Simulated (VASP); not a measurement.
Ba, 2 atoms in the cell. Symmetry: Fd-3m, No. 227, cubic system. The conventional cell has a = 7.086 Å, b = 7.086 Å, c = 7.086 Å, α = 90.00°, β = 90.00°, γ = 90.00°. Within 4.0 Å of Ba (site symmetry -43m) lie 4 Ba at 3.07 Å. This isn't the form of Ba at room conditions, which is bcc.

```yaml
Program: VASP 6.6.1
Task: single point
Functional: LDA
Potentials_or_basis: VASP PAW LDA potentials, release 64 (Ba_sv)
Cutoff: 520 eV
k_mesh: 9 × 9 × 9
Occupations: fermi-dirac, width 0.1 eV
Spin: no spin polarisation
Dipole_correction: no
Further_INCAR_settings: ALGO = Normal; EDIFF = 1e-07; NBANDS = 17
```

Potentials or basis: VASP PAW LDA potentials, release 64 (Ba_sv).

Run with:

```bash
$ cat potpaw_LDA.64/Ba_sv/POTCAR > POTCAR
$ mpirun -np 1 vasp_std > vasp.out
```

Hardware: 1 thread of AMD EPYC 9R45 96-Core Processor (Zen 5), on a shared host.

Task: How long does it take, and how much memory?

Result: It took 32 s on 1 thread of AMD EPYC 9R45 96-Core Processor (Zen 5), with other jobs on the host, peak memory 0.18 GiB. Counts: scf iterations 12, k points 35.
